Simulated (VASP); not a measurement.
# BN (F-43m) in VASP: further runs

BN is run at these levels: PBE+D3(BJ); tasks: phonons.

Everything below comes from runs of VASP 6.6.1. Logs are shortened: lines on timing, memory, paths and dates and some standing lists are left out, and cuts for length are marked.

**1. The cell of the first run**

It takes space group F-43m (No. 216, cubic). Conventional cell: a = 3.568 Å, b = 3.568 Å, c = 3.568 Å, α = 90.00°, β = 90.00°, γ = 90.00°. B (site symmetry -43m) has 4 N at 1.55 Å within 2.1 Å. Within 2.1 Å of N (site symmetry -43m) lie 4 B at 1.55 Å.

**2. Phonons, PBE+D3(BJ)**

Input file INCAR:

```
PREC = Accurate ; ENCUT = 600
EDIFF = 1E-8 ; ISMEAR = 0
SIGMA = 0.01 ; LREAL = F
LASPH = T ; NELM = 120
ALGO = Normal ; ISIF = 2
LWAVE = F ; LCHARG = F
GGA = PE ; IVDW = 12
NBANDS = 11 ; IBRION = 6
NFREE = 2 ; POTIM = 0.015
NSW = 1 ; GGA_COMPAT = F
```

Input file KPOINTS:

```
Automatic mesh
0
Gamma
  8 8 8
```

Input file POSCAR:

```
BN
1.0
    0.0000000000      1.7840428040      1.7840428040
    1.7840428040      0.0000000000      1.7840428040
    1.7840428040      1.7840428040      0.0000000000
B N
1 1
Direct
    0.0000000000      0.0000000000      0.0000000000
    0.2500000000      0.2500000000      0.2500000000
```

Potentials or basis: VASP PAW PBE potentials, release 64 (B, N).

Launch:

```bash
$ cat potpaw_PBE.64/B/POTCAR potpaw_PBE.64/N/POTCAR > POTCAR
$ mpirun -np 1 vasp_std > vasp.out
```

OUTCAR:

```text
PREC = Accurate
   ENCUT = 600
   EDIFF = 1E-8
   ISMEAR = 0
   LREAL = F
   LASPH = T
   NELM = 120
   ISIF = 2
   GGA = PE
   IVDW = 12
   IBRION = 6
   NFREE = 2
   POTIM = 0.015
   NSW = 1
 IVDW          = 12

 ion  position               nearest neighbor table
   1  0.000  0.000  0.000-   2 1.55   2 1.55   2 1.55   2 1.55
   2  0.250  0.250  0.250-   1 1.55   1 1.55   1 1.55   1 1.55

  LATTYP: Found a face centered cubic cell.
 ALAT       =     3.5680856080

  Lattice vectors:

 A1 = (   0.0000000000,   1.7840428040,   1.7840428040)
 A2 = (   1.7840428040,   0.0000000000,   1.7840428040)
 A3 = (   1.7840428040,   1.7840428040,   0.0000000000)

Analysis of symmetry for initial positions (statically):
=====================================================================
 Subroutine PRICEL returns:
 Original cell was already a primitive cell.

 Routine SETGRP: Setting up the symmetry group for a
 face centered cubic supercell.

 Subroutine GETGRP returns: Found 24 space group operations
 (whereof 24 operations were pure point group operations)
 out of a pool of 48 trial point group operations.

The static configuration has the point symmetry T_d .

Analysis of symmetry for dynamics (positions and initial velocities):
=====================================================================
 Subroutine PRICEL returns:
 Original cell was already a primitive cell.

 Routine SETGRP: Setting up the symmetry group for a
 face centered cubic supercell.

 Subroutine GETGRP returns: Found 24 space group operations
 (whereof 24 operations were pure point group operations)
 out of a pool of 48 trial point group operations.

The dynamic configuration has the point symmetry T_d .

 Subroutine INISYM returns: Found 24 space group operations
 (whereof 24 operations are pure point group operations),
 and found     1 'primitive' translations

----------------------------------------------------------------------------------------

                                     Primitive cell

  volume of cell :      11.3565

  direct lattice vectors                    reciprocal lattice vectors
     0.000000000  1.784042804  1.784042804    -0.280262334  0.280262334  0.280262334
     1.784042804  0.000000000  1.784042804     0.280262334 -0.280262334  0.280262334
     1.784042804  1.784042804  0.000000000     0.280262334  0.280262334 -0.280262334

  length of vectors
     2.523017529  2.523017529  2.523017529     0.485428602  0.485428602  0.485428602

  position of ions in fractional coordinates (direct lattice)
     0.000000000  0.000000000  0.000000000
     0.250000000  0.250000000  0.250000000

  ion indices of the primitive-cell ions
   primitive index   ion index
                 1           1
                 2           2

----------------------------------------------------------------------------------------

 KPOINTS: Automatic mesh

Automatic generation of k-mesh.
 Grid dimensions read from file:
 generate k-points for:    8    8    8

 Generating k-lattice:

  Cartesian coordinates                     Fractional coordinates (reciprocal lattice)
    -0.035032792  0.035032792  0.035032792     0.125000000  0.000000000  0.000000000
     0.035032792 -0.035032792  0.035032792     0.000000000  0.125000000  0.000000000
     0.035032792  0.035032792 -0.035032792     0.000000000  0.000000000  0.125000000

  Length of vectors
     0.060678575  0.060678575  0.060678575

  Shift w.r.t. Gamma in fractional coordinates (k-lattice)
     0.000000000  0.000000000  0.000000000

 Subroutine IBZKPT returns following result:
 ===========================================

 Found     29 irreducible k-points:

 Following reciprocal coordinates:
            Coordinates               Weight
  0.000000  0.000000  0.000000      1.000000
  0.125000  0.000000  0.000000      8.000000
  0.250000  0.000000  0.000000      8.000000
  0.375000  0.000000  0.000000      8.000000
  0.500000  0.000000  0.000000      4.000000
  0.125000  0.125000  0.000000      6.000000
[... 16 lines left out ...]
  0.500000  0.250000  0.125000     48.000000
 -0.375000  0.250000  0.125000     24.000000
 [... further k-points ...]
   k-points           NKPTS =     29   k-points in BZ     NKDIM =     29   number of bands    NBANDS=     11
   number of dos      NEDOS =    301   number of ions     NIONS =      2
   total plane-waves  NPLWV =   8000
   dimension x,y,z NGX =    20 NGY =   20 NGZ =   20
   dimension x,y,z NGXF=    40 NGYF=   40 NGZF=   40
   ions per type =               1   1
   NGX,Y,Z   is equivalent  to a cutoff of  13.18, 13.18, 13.18 a.u.
   NGXF,Y,Z  is equivalent  to a cutoff of  26.36, 26.36, 26.36 a.u.
 SYSTEM =  unknown system
   PREC   = accura    normal or accurate (medium, high low for compatibility)
   ISTART =      0    job   : 0-new  1-cont  2-samecut
   ICHARG =      2    charge: 1-file 2-atom 10-const
   ISPIN  =      1    spin polarized calculation?
   LNONCOLLINEAR =      F non collinear calculations
   LSORBIT =      F    spin-orbit coupling
   LASPH  =      T    aspherical Exc in radial PAW
   ENCUT  =  600.0 eV  44.10 Ry    6.64 a.u.   5.04  5.04  5.04*2*pi/ulx,y,z
   NELM   =    120;   NELMIN=  2; NELMDL= -5     # of ELM steps
   EDIFF  = 0.1E-07   stopping-criterion for ELM
   LREAL  =      F    real-space projection
   EDIFFG = 0.1E-06   stopping-criterion for IOM
   NSW    =     61    number of steps for IOM
   IBRION =      6    ionic relax: 0-MD 1-quasi-New 2-CG
   NFREE  =      2    steps in history (QN), initial steepest desc. (CG)
   ISIF   =      2    stress and relaxation
   ISYM   =      2    0-nonsym 1-usesym 2-fastsym
   POTIM  = 0.0150    time-step for ionic-motion
   TEBEG  =    0.0;   TEEND  =   0.0 temperature during run
   PSTRESS=    0.0 pullay stress
   NELECT =       8.0000    total number of electrons
   NUPDOWN=      -1.0000    fix difference up-down
   EMIN   =  10.00;   EMAX   =-10.00  energy-range for DOS
   EFERMI =   0.00;   METHOD = LEGACY
   ISMEAR =     0;   SIGMA  =   0.01  broadening in eV -4-tet -1-fermi 0-gaus
   EFERMI_NEDOS =   21; number of points for ismear=-14 and -15
   IALGO  =     38    algorithm
   IMIX   =      4    mixing-type and parameters
     AMIX     =   0.40;   BMIX     =  1.00
     AMIX_MAG =   1.60;   BMIX_MAG =  1.00
  volume/ion in A,a.u.               =       5.68        38.32
  Fermi-wavevector in a.u.,A,eV,Ry     =   1.456653  2.752676 28.869374  2.121839
  Thomas-Fermi vector in A             =   2.573546
   LORBIT       =      0    0 simple, 1 ext, 2 COOP (PROOUT), +10 PAW based schemes
   GGA     = PE    functional components
   LHFCALC =     F    Hartree Fock is set to
   AEXX    =    0.0000 exact exchange contribution
   IVDW    =    12    specifies the selected vdW correction
   LEPSILON=     F    determine dielectric tensor
   LRPA    =     F    only Hartree local field effects (RPA)
 finite differences with symmetry
 non-spin polarized calculation
 Gauss-broadening in eV      SIGMA  =   0.01
  energy-cutoff  :      600.00
  volume of cell :       11.36
 maximum number of plane-waves:       392
   NGX =  9   NGY =  9   NGZ =  9

--------------------------------------- Ionic step        1  -------------------------------------------

 number of electron       7.9999998 magnetization

 Free energy of the ion-electron system (eV)
  ---------------------------------------------------
  ext. energy  EPLUGINS =         0.00000000
  ---------------------------------------------------
  free energy    TOTEN  =       -17.42084725 eV

  energy without entropy =      -17.42084725  energy(sigma->0) =      -17.42084725

------------------------ aborting loop because EDIFF is reached ----------------------------------------

 Edisp (eV)   -0.43511

 E8    (eV) :    -0.1285
[... 151 lines left out ...]
--------------------------------------- Ionic step        5  -------------------------------------------

 number of electron       7.9999999 magnetization

 Free energy of the ion-electron system (eV)
  ---------------------------------------------------
  ext. energy  EPLUGINS =         0.00000000
  ---------------------------------------------------
  free energy    TOTEN  =       -17.41784862 eV

  energy without entropy =      -17.41784862  energy(sigma->0) =      -17.41784862

 E-fermi :   8.2572     XC(G=0): -13.0167

 val. band max:        8.0311431732   @ k =   0.0000   0.0000   0.0000
 cond. band min:      12.3898781484   @ k =   0.5000   0.5000   0.0000
 fundamental gap:      4.3587349752
 Fermi energy:         8.2571971260

 k-point     1 :       0.0000    0.0000    0.0000
  band No.  band energies     occupation
      1     -12.7902      2.00000
      2       7.7513      2.00000
      3       7.8959      2.00000
      4       8.0311      2.00000
      5      16.7910      0.00000
      6      16.8964      0.00000
      7      17.0175      0.00000
      8      18.8892      0.00000
      9      33.3881      0.00000
     10      36.1433      0.00000
     11      36.1438      0.00000
[... 309 lines left out ...]
 k-point    24 :      -0.3750    0.2500    0.1250
  band No.  band energies     occupation
      1      -7.6545      2.00000
      2      -2.1648      2.00000
      3       2.9004      2.00000
      4       4.3616      2.00000
      5      17.7050      0.00000
      6      19.3947      0.00000
      7      22.8020      0.00000
      8      24.2353      0.00000
      9      27.6793      0.00000
     10      34.4421      0.00000
     11      36.0572      0.00000

 [... further k-points ...]

------------------------ aborting loop because EDIFF is reached ----------------------------------------

 Edisp (eV)   -0.43511

 E8    (eV) :    -0.1285
[... 25 lines left out ...]
  FREE ENERGIE OF THE ION-ELECTRON SYSTEM (eV)
  ---------------------------------------------------
  free  energy   TOTEN  =       -17.8529552378 eV

  energy  without entropy=      -17.8529552378  energy(sigma->0) =      -17.85295524

 INTERNAL STRAIN TENSORS FROM DISPLACED ATOMS
 ============================================

 INTERNAL STRAIN TENSOR FOR ION    1 for displacements in x,y,z  (eV/Angst):
          X           Y           Z          XY          YZ          ZX
  --------------------------------------------------------------------------------
  x     0.00000    -0.00000    -0.00000     0.00000     3.83872     0.00000
  y    -0.00000     0.00000    -0.00000     0.00000     0.00000     3.83872
  z    -0.00000    -0.00000     0.00000     3.83872     0.00000     0.00000

 INTERNAL STRAIN TENSOR FOR ION    2 for displacements in x,y,z  (eV/Angst):
          X           Y           Z          XY          YZ          ZX
  --------------------------------------------------------------------------------
  x     0.00000     0.00000    -0.00000     0.00000    -3.83570     0.00000
  y     0.00000     0.00000    -0.00000     0.00000     0.00000    -3.83570
  z     0.00000     0.00000     0.00000    -3.83570     0.00000     0.00000

 Eigenvectors and eigenvalues of the dynamical matrix
 ----------------------------------------------------

   1 f  =   32.681662 THz   205.344937 2PiTHz 1090.142895 cm-1   135.160432 meV
             X         Y         Z           dx          dy          dz
      0.000000  0.000000  0.000000     0.000000    0.000000    0.751227
      0.892021  0.892021  0.892021     0.000000    0.000000   -0.660044
[... 21 lines left out ...]
   6 f/i=    0.001925 THz     0.012096 2PiTHz    0.064215 cm-1     0.007962 meV
             X         Y         Z           dx          dy          dz
      0.000000  0.000000  0.000000    -0.207953    0.626429    0.000000
      0.892021  0.892021  0.892021    -0.236681    0.712968    0.000000

 ELASTIC MODULI CONTR FROM IONIC RELAXATION (kBar)
 Direction    XX          YY          ZZ          XY          YZ          ZX
 --------------------------------------------------------------------------------
 XX          -0.0000     -0.0000      0.0000      0.0000      0.0000      0.0000
 YY          -0.0000     -0.0000      0.0000      0.0000      0.0000      0.0000
 ZZ           0.0000      0.0000     -0.0000      0.0000     -0.0000     -0.0000
 XY           0.0000      0.0000      0.0000    -77.9170      0.0000      0.0000
 YZ           0.0000      0.0000     -0.0000      0.0000    -77.9170      0.0000
 ZX           0.0000      0.0000     -0.0000      0.0000      0.0000    -77.9170
 --------------------------------------------------------------------------------
```

Wall time 58 s (1 thread of Intel Xeon 8259CL, shared host); peak memory 0.15 GiB.

What came out:

| Property | Result |
| --- | --- |
| Highest phonon frequency at Γ, LO-TO splitting left out | 1090 cm⁻¹ |
| Dispersion energy per atom | -0.218 eV |

Phonon frequencies in cm⁻¹ (negative: imaginary):
```csv
q point,frequencies
"(0.000, 0.000, 0.000)",0 0 0 1090 1090 1090
```

Caveat: the k points lie up to 0.38 Å⁻¹ apart; the cell wasn't relaxed at this level first, which shifts response properties.

**3. Phonons, PBE+D3(BJ)**

This run uses another cell than the first one, of 5.86 Å³/atom, 1.033 times its volume.

Input file INCAR:

```
SYSTEM = BN
PREC = Accurate
ENCUT = 600
EDIFF = 1E-8
ISMEAR = 0
SIGMA = 0.01
LREAL = .False.
LASPH = .True.
NELM = 120
ALGO = Normal
ISIF = 2
LWAVE = .False.
LCHARG = .True.
GGA = PE
IVDW = 12
NBANDS = 11
IBRION = 6
NFREE = 2
POTIM = 0.015
NSW = 1
GGA_COMPAT = .False.
```

Input file KPOINTS:

```
Automatic mesh
0
Gamma
  8 8 8
  0 0 0
```

Input file POSCAR:

```
BN
1.0
    0.0000000000      1.8032570691      1.8032570691
    1.8032570691      0.0000000000      1.8032570691
    1.8032570691      1.8032570691      0.0000000000
B N
1 1
Direct
    0.0000000000      0.0000000000      0.0000000000
    0.2500000000      0.2500000000      0.2500000000
```

Potentials or basis: VASP PAW PBE potentials, release 64 (B, N).

Launch:

```bash
$ cat potpaw_PBE.64/B/POTCAR potpaw_PBE.64/N/POTCAR > POTCAR
$ mpirun -np 1 vasp_std > vasp.out
```

OUTCAR:

```text
SYSTEM = BN
   PREC = Accurate
   ENCUT = 600
   EDIFF = 1E-8
   ISMEAR = 0
   LREAL = .False.
   LASPH = .True.
   NELM = 120
   ISIF = 2
   GGA = PE
   IVDW = 12
   IBRION = 6
   NFREE = 2
   POTIM = 0.015
   NSW = 1
 IVDW          = 12

 ion  position               nearest neighbor table
   1  0.000  0.000  0.000-   2 1.56   2 1.56   2 1.56   2 1.56
[... 743 lines left out ...]
  x    -0.00000     0.00000     0.00000     0.00000     2.19529     0.00000
  y     0.00000     0.00000     0.00000     0.00000     0.00000     2.19529
  z     0.00000     0.00000    -0.00000     2.19529     0.00000     0.00000

 INTERNAL STRAIN TENSOR FOR ION    2 for displacements in x,y,z  (eV/Angst):
          X           Y           Z          XY          YZ          ZX
  --------------------------------------------------------------------------------
  x     0.00000     0.00000     0.00000     0.00000    -2.19226     0.00000
  y     0.00000     0.00000     0.00000     0.00000     0.00000    -2.19226
  z     0.00000     0.00000     0.00000    -2.19226     0.00000     0.00000

 Eigenvectors and eigenvalues of the dynamical matrix
 ----------------------------------------------------

   1 f  =   31.437802 THz   197.529534 2PiTHz 1048.652192 cm-1   130.016243 meV
             X         Y         Z           dx          dy          dz
      0.000000  0.000000  0.000000    -0.751211    0.000000    0.000000
      0.901629  0.901629  0.901629     0.660062    0.000000    0.000000
[... 21 lines left out ...]
   6 f/i=    0.001106 THz     0.006951 2PiTHz    0.036901 cm-1     0.004575 meV
             X         Y         Z           dx          dy          dz
      0.000000  0.000000  0.000000     0.000000    0.000000   -0.660062
      0.901629  0.901629  0.901629     0.000000    0.000000   -0.751211

 ELASTIC MODULI CONTR FROM IONIC RELAXATION (kBar)
 Direction    XX          YY          ZZ          XY          YZ          ZX
 --------------------------------------------------------------------------------
 XX          -0.0000     -0.0000     -0.0000      0.0000      0.0000      0.0000
 YY          -0.0000     -0.0000     -0.0000      0.0000      0.0000      0.0000
 ZZ          -0.0000     -0.0000     -0.0000      0.0000      0.0000      0.0000
 XY           0.0000      0.0000      0.0000    -26.6519      0.0000      0.0000
 YZ           0.0000      0.0000      0.0000      0.0000    -26.6519      0.0000
 ZX           0.0000      0.0000      0.0000      0.0000     -0.0000    -26.6519
 --------------------------------------------------------------------------------
```

It took 59 s on 1 thread of Intel Xeon 8259CL, shared host; peak memory 0.15 GiB.

What came out:

- Highest phonon frequency at Γ, LO-TO splitting left out: 1049 cm⁻¹
- Dispersion energy per atom: -0.211 eV

Phonon frequencies in cm⁻¹ (negative: imaginary):
| q point | frequencies |
| --- | --- |
| (0.000, 0.000, 0.000) | 0 0 0 1049 1049 1049 |

Caveat: the k points lie up to 0.38 Å⁻¹ apart.
